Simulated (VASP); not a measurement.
Runs of VASP 6.6.1 on CsI. The structure is that of space group Pm-3m (No. 221), or close to it. The cells are those of the table. 

```tsv
task	level	cell	cutoff (eV)	smearing	gap on the mesh (eV)	pressure (GPa)
single point	PBE	a = 4.521 Å, 2 atoms	500	fermi-dirac 0.01 eV	4.01	(b)
single point	PBE	a = 4.474 Å, 2 atoms	500	fermi-dirac 0.01 eV	(c)	1.8
single point	PBE	a = 4.612 Å, 2 atoms	500	fermi-dirac 0.01 eV	3.80	0.4
single point	PBE	a = 4.656 Å, 2 atoms	500	fermi-dirac 0.01 eV	(a)	0.1
electric field gradients	PBE+D3(BJ)	a = 4.567 Å, 2 atoms	400	tetrahedron	3.90	0.0
```

Alike in all rows: potentials or basis VASP PAW PBE potentials, release 64 (Cs_sv, I); no spin polarisation; k mesh 7 × 7 × 7.

Problem. Estimate the missing entries.

Solution. (a) 3.72; (b) 1.2; (c) 4.11.

Caveats: spin-orbit coupling is left out, which moves the levels of the heavy elements; an odd mesh through Γ misses points on the zone boundary, where band edges can lie.

A k mesh can miss the band edges, and the runs leave out spin-orbit coupling on Cs, I.
